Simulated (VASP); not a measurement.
Crystal: PbS (Galena).

```
CELL_PARAMETERS angstrom
0.00000 3.02392 3.02392
3.02392 0.00000 3.02392
3.02392 3.02392 0.00000
ATOMIC_POSITIONS crystal
Pb 0.00000 0.00000 0.00000
S 0.50000 0.50000 0.50000
```

Base run:

* Program: VASP 6.6.1
* Functional: r2SCAN
* Potentials or basis: VASP PAW PBE potentials, release 64 (Pb_d, S)
* Cutoff: 520 eV
* k mesh: 8 × 8 × 8
* Occupations: fermi-dirac, width 0.05 eV
* Spin: no spin polarisation

Its results: band gap on the k mesh 0.83 eV, direct; pressure -2.0 GPa.

Problem. The run is repeated on the same cell with these changes: functional from r2SCAN to PBE. What comes out?

Solution. Band gap on the k mesh 0.56 eV, direct; pressure -1.1 GPa.

r2SCAN gives the wider gap, since meta-GGAs in the generalised Kohn-Sham scheme recover part of the derivative discontinuity.

Caveats: spin-orbit coupling is left out, which moves the levels of the heavy elements; the PAW data sets were made with another functional, which shifts forces and pressure a little (some runs).

A k mesh can miss the band edges.
